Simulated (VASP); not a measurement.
# InSe (R3m) in VASP: further runs

Runs on InSe. Level: PBEsol+D3(BJ). Tasks: single point.

Everything below comes from runs of VASP 6.6.1. Logs are shortened: lines on timing, memory, paths and dates and some standing lists are left out, and cuts for length are marked.

**Experimental background.**

“The Interaction of Hydrogen with the van der Waals Crystal γ-InSe”, 2020, pmc:7321205 reports, for a bulk crystal of InSe at 300 K: band gap 1.25 eV.

The runs below are set against these values where they give the same quantity.

### 1 The cell of the first run

It takes space group R3m (No. 160, trigonal). Conventional cell: a = 3.961 Å, b = 3.961 Å, c = 24.183 Å, α = 90.00°, β = 90.00°, γ = 120.00°. In (site symmetry 3m) has 3 Se at 2.63 Å and 1 In at 2.75 Å within 3.5 Å. Within 3.5 Å of In (site symmetry 3m) lie 3 Se at 2.62 Å and 1 In at 2.75 Å. Se (site symmetry 3m) has 3 In at 2.63 Å and 3 Se at 3.57 Å within 3.6 Å. Se (site symmetry 3m) has 3 In at 2.62 Å and 3 Se at 3.57 Å within 3.6 Å.

### 2 Single point, PBEsol+D3(BJ)

File INCAR:

```
PREC     = Accurate       # precision mode
ENCUT    = 520            # plane-wave cutoff, eV
EDIFF    = 1E-7           # SCF threshold, eV
ISMEAR   = 0              # smearing method
SIGMA    = 0.01           # smearing width, eV
LREAL    = False          # projectors in reciprocal space
LASPH    = True           # aspherical terms in the spheres
NELM     = 80             # most SCF steps
ALGO     = Normal         # electronic algorithm
ISIF     = 2              # what is computed and relaxed
LWAVE    = False          # write WAVECAR
LCHARG   = True           # write CHGCAR
GGA      = PS             # functional
IVDW     = 12             # dispersion correction
LELF     = True           # ELF
LVHAR    = True         
NBANDS   = 27             # bands
```

File KPOINTS:

```
regular mesh
0
Gamma
  12 12 12
```

File POSCAR:

```
InSe
1.0
    1.9805004370      1.1434424605      8.0609292699
   -1.9805004370      1.1434424605      8.0609292699
    0.0000000000     -2.2868849209      8.0609292699
In Se
2 2
Direct
   -0.0007160142     -0.0007160142     -0.0007160142
    0.1129541836      0.1129541836      0.1129541836
    0.6126324648      0.6126324648      0.6126324648
    0.8328293658      0.8328293658      0.8328293658
```

Potentials or basis: VASP PAW PBE potentials, release 64 (In_d, Se).

The run is started by

```bash
$ cat potpaw_PBE.64/In_d/POTCAR potpaw_PBE.64/Se/POTCAR > POTCAR
$ mpirun -np 1 vasp_std > vasp.out
```

OUTCAR:

```text
PREC = Accurate
   ENCUT = 520
   EDIFF = 1E-7
   ISMEAR = 0
   LREAL = False
   LASPH = True
   NELM = 80
   ISIF = 2
   GGA = PS
   IVDW = 12
 IVDW          = 12

 ion  position               nearest neighbor table
   1  0.999  0.999  0.999-   3 2.63   3 2.63   3 2.63   2 2.75
   2  0.113  0.113  0.113-   4 2.62   4 2.62   4 2.62   1 2.75
   3  0.613  0.613  0.613-   1 2.63   1 2.63   1 2.63
   4  0.833  0.833  0.833-   2 2.62   2 2.62   2 2.62

  LATTYP: Found a trigonal (rhomboedric) cell.
 ALAT       =     8.3790466842
 COS(alpha) =     0.8882646328

  Lattice vectors:

 A1 = (   1.9805004370,   1.1434424605,   8.0609292699)
 A2 = (  -1.9805004370,   1.1434424605,   8.0609292699)
 A3 = (   0.0000000000,  -2.2868849209,   8.0609292699)

Analysis of symmetry for initial positions (statically):
=====================================================================
 Subroutine PRICEL returns:
 Original cell was already a primitive cell.

 Routine SETGRP: Setting up the symmetry group for a
 trigonal (rhombohedral) supercell.

 Subroutine GETGRP returns: Found  6 space group operations
 (whereof  6 operations were pure point group operations)
 out of a pool of 12 trial point group operations.

The static configuration has the point symmetry C_3v.

Analysis of symmetry for dynamics (positions and initial velocities):
=====================================================================
 Subroutine PRICEL returns:
 Original cell was already a primitive cell.

 Routine SETGRP: Setting up the symmetry group for a
 trigonal (rhombohedral) supercell.

 Subroutine GETGRP returns: Found  6 space group operations
 (whereof  6 operations were pure point group operations)
 out of a pool of 12 trial point group operations.

The dynamic configuration has the point symmetry C_3v.

 Subroutine INISYM returns: Found  6 space group operations
 (whereof  6 operations are pure point group operations),
 and found     1 'primitive' translations

----------------------------------------------------------------------------------------

                                     Primitive cell

  volume of cell :     109.5281

  direct lattice vectors                    reciprocal lattice vectors
     1.980500437  1.143442460  8.060929270     0.252461444  0.145758683  0.041351725
    -1.980500437  1.143442460  8.060929270    -0.252461444  0.145758683  0.041351725
     0.000000000 -2.286884921  8.060929270     0.000000000 -0.291517365  0.041351725

[... 87 lines left out ...]
   EDIFF  = 0.1E-06   stopping-criterion for ELM
   LREAL  =      F    real-space projection
   EDIFFG = 0.1E-05   stopping-criterion for IOM
   NSW    =      0    number of steps for IOM
   IBRION =     -1    ionic relax: 0-MD 1-quasi-New 2-CG
   NFREE  =      0    steps in history (QN), initial steepest desc. (CG)
   ISIF   =      2    stress and relaxation
   ISYM   =      2    0-nonsym 1-usesym 2-fastsym
   POTIM  = 0.5000    time-step for ionic-motion
   TEBEG  =    0.0;   TEEND  =   0.0 temperature during run
   PSTRESS=    0.0 pullay stress
   NELECT =      38.0000    total number of electrons
   NUPDOWN=      -1.0000    fix difference up-down
   EMIN   =  10.00;   EMAX   =-10.00  energy-range for DOS
   EFERMI =   0.00;   METHOD = LEGACY
   ISMEAR =     0;   SIGMA  =   0.01  broadening in eV -4-tet -1-fermi 0-gaus
   EFERMI_NEDOS =   21; number of points for ismear=-14 and -15
   IALGO  =     38    algorithm
   IMIX   =      4    mixing-type and parameters
     AMIX     =   0.40;   BMIX     =  1.00
     AMIX_MAG =   1.60;   BMIX_MAG =  1.00
  volume/ion in A,a.u.               =      27.38       184.78
  Fermi-wavevector in a.u.,A,eV,Ry     =   1.150343  2.173834 18.004451  1.323290
  Thomas-Fermi vector in A             =   2.287008
   LORBIT       =      0    0 simple, 1 ext, 2 COOP (PROOUT), +10 PAW based schemes
   GGA     = PS    functional components
   LHFCALC =     F    Hartree Fock is set to
   AEXX    =    0.0000 exact exchange contribution
   IVDW    =    12    specifies the selected vdW correction
   LEPSILON=     F    determine dielectric tensor
   LRPA    =     F    only Hartree local field effects (RPA)
 non-spin polarized calculation
 Gauss-broadening in eV      SIGMA  =   0.01
  energy-cutoff  :      520.00
  volume of cell :      109.53
 maximum number of plane-waves:      2988
 NGX is ok and might be reduce to    64
   NGX = 31   NGY = 31   NGZ = 31

 number of electron      37.9999998 magnetization

 Free energy of the ion-electron system (eV)
  ---------------------------------------------------
  ext. energy  EPLUGINS =         0.00000000
  ---------------------------------------------------
  free energy    TOTEN  =       -15.55839397 eV

  energy without entropy =      -15.55839397  energy(sigma->0) =      -15.55839397

 E-fermi :   4.7737     XC(G=0):  -9.4384

 val. band max:        4.7004504885   @ k =   0.5000   0.5000   0.5000
 cond. band min:       5.0289520629   @ k =   0.5000   0.5000   0.5000
 fundamental gap:      0.3285015744
 Fermi energy:         4.7737424712

 k-point     1 :       0.0000    0.0000    0.0000
  band No.  band energies     occupation
      1     -10.2118      2.00000
      2      -9.9973      2.00000
      3      -9.9973      2.00000
      4      -9.8995      2.00000
      5      -9.8995      2.00000
      6      -9.8908      2.00000
[... 709 lines left out ...]
     26      11.6760      0.00000
     27      12.4767      0.00000

 [... further k-points ...]

------------------------ aborting loop because EDIFF is reached ----------------------------------------

 Edisp (eV)   -1.23741

 E8    (eV) :    -0.8439

  FORCE on cell =-STRESS in cart. coord.  units (eV):
  Direction    XX          YY          ZZ          XY          YZ          ZX
  --------------------------------------------------------------------------------------
  -------------------------------------------------------------------------------------
  Total       0.05536     0.05536     0.04675     0.00000     0.00000     0.00000
  in kB       0.80986     0.80986     0.68379     0.00000     0.00000     0.00000
  external pressure =        0.77 kB  Pullay stress =        0.00 kB

 VOLUME and BASIS-vectors are now :
 -----------------------------------------------------------------------------
  energy-cutoff  :      520.00
  volume of cell :      109.53
      direct lattice vectors                 reciprocal lattice vectors
     1.980500437  1.143442460  8.060929270     0.252461444  0.145758683  0.041351725
    -1.980500437  1.143442460  8.060929270    -0.252461444  0.145758683  0.041351725
     0.000000000 -2.286884921  8.060929270     0.000000000 -0.291517365  0.041351725

 POSITION                                       TOTAL-FORCE (eV/Angst)
 -----------------------------------------------------------------------------------
      0.00000      0.00000     24.16547         0.000000      0.000000      0.021854
      0.00000      0.00000      2.73155         0.000000     -0.000000     -0.022056
      0.00000      0.00000     14.81516         0.000000     -0.000000     -0.021445
      0.00000      0.00000     20.14014         0.000000      0.000000      0.021647
 -----------------------------------------------------------------------------------
    total drift:                                0.000000     -0.000000     -0.000066

  FREE ENERGIE OF THE ION-ELECTRON SYSTEM (eV)
  ---------------------------------------------------
  free  energy   TOTEN  =       -16.7958079390 eV

  energy  without entropy=      -16.7958079390  energy(sigma->0) =      -16.79580794
```

OSZICAR:

```text
N       E                     dE             d eps       ncg     rms          rms(c)
DAV:   1     0.339563874142E+03    0.33956E+03   -0.17343E+04 10217   0.158E+03
DAV:   2     0.241492346898E+02   -0.31541E+03   -0.30583E+03 10333   0.391E+02
DAV:   3    -0.142325745384E+02   -0.38382E+02   -0.37641E+02 12933   0.145E+02
DAV:   4    -0.159435850452E+02   -0.17110E+01   -0.17061E+01 12261   0.311E+01
DAV:   5    -0.160142504698E+02   -0.70665E-01   -0.70653E-01 15701   0.618E+00    0.682E+00
DAV:   6    -0.155951397258E+02    0.41911E+00   -0.80590E-01 14402   0.155E+01    0.412E+00
DAV:   7    -0.155617133870E+02    0.33426E-01   -0.32037E-01 14499   0.442E+00    0.112E+00
DAV:   8    -0.155583746225E+02    0.33388E-02   -0.28887E-02 15492   0.187E+00    0.575E-01
DAV:   9    -0.155583426488E+02    0.31974E-04   -0.47023E-03 12569   0.468E-01    0.141E-01
DAV:  10    -0.155583520080E+02   -0.93592E-05   -0.29308E-04 14185   0.130E-01    0.706E-02
DAV:  11    -0.155583961971E+02   -0.44189E-04   -0.98266E-05 12858   0.912E-02    0.190E-02
DAV:  12    -0.155583921322E+02    0.40649E-05   -0.14143E-05 15538   0.450E-02    0.137E-02
DAV:  13    -0.155583936781E+02   -0.15459E-05   -0.29190E-06 12871   0.928E-03    0.747E-03
DAV:  14    -0.155583939694E+02   -0.29133E-06   -0.10019E-06 11387   0.124E-02    0.192E-03
DAV:  15    -0.155583939734E+02   -0.40309E-08   -0.69334E-08  8666   0.233E-03
   1 F= -.16795808E+02 E0= -.16795808E+02  d E =-.153046E-28
```

stdout:

```text
POSCAR found type information on POSCAR InSe
 POSCAR found :  2 types and       4 ions
 scaLAPACK will be used
 -----------------------------------------------------------------------------
|                                                                             |
|                                                                             |
|     You enforced a specific xc type in the INCAR file but a different       |
|     I HOPE YOU KNOW WHAT YOU ARE DOING!                                     |
|                                                                             |
 -----------------------------------------------------------------------------

 LDA part: xc-table for (Slater+PW92), standard interpolation
 POSCAR, INCAR and KPOINTS ok, starting setup
 FFT: planning ... GRIDC
 FFT: planning ... GRID_SOFT
 FFT: planning ... GRID
 WAVECAR not read
 entering main loop
```

Wall time 21 min (1 thread of AMD EPYC 9R45 (Zen 5), shared host); peak memory 0.82 GiB.

Results:

| Quantity | Value |
| --- | --- |
| Free energy | -16.7958 eV |
| Pressure | 0.1 GPa |
| Largest force | 0.022 eV/Å |
| Band gap on the k mesh | 0.33 eV |
| Dispersion energy per atom | -0.309 eV |

Forces on the atoms (eV/Å):
```
In   0.000  0.000  0.022
In   0.000  0.000 -0.022
Se   0.000  0.000 -0.021
Se   0.000  0.000  0.022
```

Caveat: the PAW data sets were made with another functional, which shifts forces and pressure a little; spin-orbit coupling is left out, which moves the levels of the heavy elements.

### 3 Single point, PBEsol+D3(BJ)

This run uses another cell than the first one, of 26.08 Å³/atom.

Edit INCAR of step 2 so:

```diff
@@ -2,8 +2,8 @@
 ENCUT    = 520            # plane-wave cutoff, eV
-EDIFF    = 1E-7           # SCF threshold, eV
+EDIFF    = 1E-6           # SCF threshold, eV
 ISMEAR   = 0              # smearing method
-SIGMA    = 0.01           # smearing width, eV
+SIGMA    = 0.02           # smearing width, eV
 LREAL    = False          # projectors in reciprocal space
 LASPH    = True           # aspherical terms in the spheres
-NELM     = 80             # most SCF steps
+NELM     = 60             # most SCF steps
 ALGO     = Normal         # electronic algorithm
```

File KPOINTS:

```
Automatic mesh
0
Gamma
  12 12 12
```

File POSCAR:

```
InSe
1.0
    1.9533562080      1.1277707325      7.8925490066
   -1.9533562080      1.1277707325      7.8925490066
    0.0000000000     -2.2555414650      7.8925490066
In Se
2 2
Direct
   -0.0012524831     -0.0012524831     -0.0012524831
    0.1135620144      0.1135620144      0.1135620144
    0.6102557477      0.6102557477      0.6102557477
    0.8351347210      0.8351347210      0.8351347210
```

Potentials or basis: VASP PAW PBE potentials, release 64 (In_d, Se).

The run is started by

```bash
$ cat potpaw_PBE.64/In_d/POTCAR potpaw_PBE.64/Se/POTCAR > POTCAR
$ mpirun -np 1 vasp_std > vasp.out
```

It took 24 min on 1 thread of AMD EPYC 9R45 (Zen 5), shared host; peak memory 0.8 GiB.

The run converged. Its results:

```
Free energy                : -16.7633 eV
Pressure                   : 2.1 GPa
Largest force              : 0.029 eV/Å
Band gap on the k mesh     : 0.47 eV (least direct gap 0.48 eV)
Dispersion energy per atom : -0.325 eV
```

Forces on the atoms (eV/Å):
```
In   0.000  0.000  0.027
In   0.000  0.000 -0.029
Se   0.000  0.000 -0.022
Se   0.000  0.000  0.024
```

Levels at points of the mesh, in eV from the valence-band top:
```tsv
k point	band 16	band 17	band 18	band 19	band 20	band 21	band 22	band 23
(0.00, 0.00, 0.00)	-1.52	-1.52	-1.16	-1.16	2.15	2.31	4.41	4.41
(0.50, 0.00, 0.00)	-2.92	-2.71	-2.23	-1.79	0.82	2.15	3.63	4.04
(0.50, 0.50, 0.00)	-3.10	-2.88	-1.99	-1.66	0.86	2.09	3.02	3.34
(0.50, 0.50, 0.50)	-1.59	-1.08	-1.08	-0.01	0.47	2.37	4.23	4.23
```

Caveat: the PAW data sets were made with another functional, which shifts forces and pressure a little; spin-orbit coupling is left out, which moves the levels of the heavy elements.

### 4 Single point, PBEsol+D3(BJ)

File INCAR:

```
SYSTEM = InSe
ALGO     = Normal         ! electronic algorithm
EDIFF    = 1E-6           ! SCF threshold, eV
ENCUT    = 520            ! plane-wave cutoff, eV
GGA      = PS             ! functional
ISIF     = 2              ! what is computed and relaxed
ISMEAR   = 0              ! smearing method
IVDW     = 12             ! dispersion correction
LASPH    = .TRUE.         ! aspherical terms in the spheres
LCHARG   = .FALSE.        ! write CHGCAR
LREAL    = .FALSE.        ! projectors in reciprocal space
LWAVE    = .FALSE.        ! write WAVECAR
NBANDS   = 27             ! bands
NELM     = 80             ! most SCF steps
PREC     = Accurate       ! precision mode
SIGMA    = 0.01           ! smearing width, eV
```

File KPOINTS:

```
k-points
0
G
  12 12 12
  0 0 0
```

File POSCAR:

```
InSe
1.0
    1.9805004370      1.1434424605      8.0609292699
   -1.9805004370      1.1434424605      8.0609292699
    0.0000000000     -2.2868849209      8.0609292699
In Se
2 2
Direct
   -0.0007160142     -0.0007160142     -0.0007160142
    0.1129541836      0.1129541836      0.1129541836
    0.6126324648      0.6126324648      0.6126324648
    0.8328293658      0.8328293658      0.8328293658
```

The run is started by

```bash
$ cat potpaw_PBE.64/In_d/POTCAR potpaw_PBE.64/Se/POTCAR > POTCAR
$ mpirun -np 1 vasp_std > vasp.out
```

It took 28 min on 1 thread of AMD EPYC 9R45 (Zen 5), shared host; peak memory 0.82 GiB.

The run converged. Its results:

```yaml
Free_energy: -16.7958 eV
Pressure: 0.1 GPa
Largest_force: 0.022 eV/Å
Band_gap_on_the_k_mesh: 0.33 eV
Dispersion_energy_per_atom: -0.309 eV
```

Forces in eV/Å, atoms in the order of the input:
```
In   0.000  0.000  0.022
In   0.000  0.000 -0.022
Se   0.000  0.000 -0.022
Se   0.000  0.000  0.022
```

Levels at points of the mesh, in eV from the valence-band top:
```tsv
k point	band 15	band 16	band 17	band 18	band 19	band 20	band 21	band 22	band 23	band 24
(0.00, 0.00, 0.00)	-1.86	-1.47	-1.47	-1.23	-1.23	1.92	2.06	4.29	4.29	4.88
(0.50, 0.00, 0.00)	-3.80	-2.72	-2.59	-2.27	-1.77	0.90	2.01	3.59	3.95	4.73
(0.50, 0.50, 0.00)	-3.50	-2.94	-2.76	-2.05	-1.63	0.92	1.97	3.12	3.34	4.11
(0.50, 0.50, 0.50)	-1.55	-1.55	-1.15	-1.15	0.00	0.33	2.15	4.15	4.15	5.59
```

Caveat: the PAW data sets were made with another functional, which shifts forces and pressure a little; spin-orbit coupling is left out, which moves the levels of the heavy elements.

### 5 Against experiment

Step 2. Against the measured gap of InSe, 1.25 eV (300 K; “The Interaction of Hydrogen with the van der Waals Crystal γ-InSe”, 2020, pmc:7321205), the calculated 0.33 eV is off by -0.92 eV. Spin-orbit coupling on In, Se is left out. The value is that of PBEsol+D3(BJ) on a finite k mesh, which can miss the band edges, without temperature or zero-point motion. Semilocal functionals fall short of measured gaps as a rule.

Step 4. A measured gap of InSe is 1.25 eV (300 K; “The Interaction of Hydrogen with the van der Waals Crystal γ-InSe”, 2020, pmc:7321205); the calculated 0.33 eV misses it by -0.92 eV. Spin-orbit coupling on In, Se is left out. The value is that of PBEsol+D3(BJ) on a finite k mesh, which can miss the band edges, without temperature or zero-point motion. Semilocal functionals fall short of measured gaps as a rule.
